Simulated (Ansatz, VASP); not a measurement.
**KZnF3 in VASP and in Ansatz**

Contents of POSCAR:

```
KZnF3
1.0
    4.0475790800      0.0000000000      0.0000000000
    0.0000000000      4.0475790800      0.0000000000
    0.0000000000      0.0000000000      4.0475790800
K Zn F
1 1 3
Direct
    0.0000000000      0.0000000000      0.0000000000
    0.5000000000      0.5000000000      0.5000000000
    0.5000000000      0.5000000000      0.0000000000
    0.0000000000      0.5000000000      0.5000000000
    0.5000000000      0.0000000000      0.5000000000
```

INCAR.step1

```
PREC = Accurate
ENCUT = 520
ISMEAR = -1
SIGMA = 0.02
LREAL = False
LASPH = True
NELM = 100
NBANDS = 29
GGA = PE
ALGO = Normal
EDIFF = 1E-4
LWAVE = True
LCHARG = False
```

The input INCAR.step2:

```
PREC = Accurate
ENCUT = 520
EDIFF = 1E-6
ISMEAR = -1
SIGMA = 0.02
LREAL = False
LASPH = True
NELM = 100
ALGO = Normal
ISIF = 2
LWAVE = False
LCHARG = False
METAGGA = R2SCAN
LMIXTAU = True
NBANDS = 29
ISTART = 1
```

Contents of KPOINTS:

```
regular mesh
0
Gamma
  8 8 8
```

Input for Ansatz:

```yaml
crystal:
  lattice:
    - [4.04757908, 0.0, 0.0]
    - [0.0, 4.04757908, 0.0]
    - [0.0, 0.0, 4.04757908]
  atoms:
    - { symbol: K, position: [0.0, 0.0, 0.0] }
    - { symbol: Zn, position: [0.5, 0.5, 0.5] }
    - { symbol: F, position: [0.5, 0.5, 0.0] }
    - { symbol: F, position: [0.0, 0.5, 0.5] }
    - { symbol: F, position: [0.5, 0.0, 0.5] }
  symmetry: { tolerance: 0.0003 }
hamiltonian:
  xc: r2scan
  pseudopotentials: { kind: paw, azcp: { folder: soft_1 } }
basis:
  ecutwfc: 500
magnetization:
  spin_polarized: false
scf:
  occupations: { method: fermi_dirac, width: 0.02 }
kpoints:
  mp_grid: { grid: [8, 8, 8], shift: [0, 0, 0] }
  band_path:
    path:
      - [0.0, 0.0, 0.0]
      - [0.0, 0.5, 0.0]
      - [0.5, 0.5, 0.0]
      - [0.0, 0.0, 0.0]
      - [0.5, 0.5, 0.5]
      - [0.0, 0.5, 0.0]
      - [0.5, 0.5, 0.5]
      - [0.5, 0.5, 0.0]
    npoints: 15
output:
  forces: true
  stress: true
  eigenvalues: true
  bader: true
  populations: true
  elf: true
  write_potential: true
  write_density: true
  volumetric_format: npy
  dos:
    e_range: [-12, 8]
    de: 0.05
    projected: { site_lists: { F: [F], K: [K], Zn: [Zn] } }
```

Alike in both runs: task single point; functional r2SCAN; k mesh 8 × 8 × 8; occupations fermi-dirac, width 0.02 eV; no spin polarisation.

|  | VASP | Ansatz |
| --- | --- | --- |
| version | VASP 6.6.1 | Ansatz 0.2.0 |
| potentials or method | VASP PAW PBE potentials, release 64 (K_sv, Zn, F), cutoff 520 eV | PAW plane waves |
| valence electrons in the cell | 42 | 42 |

Ansatz gave:

```
gap on the k mesh at the Fermi level (eV) : 4.63
pressure (GPa)                            : 0.0
```

Q: Which values does VASP return?

A: gap on the k mesh at the Fermi level (eV): 4.58; pressure (GPa): 0.2.

VASP's potentials were made for PBE, not for r2SCAN.
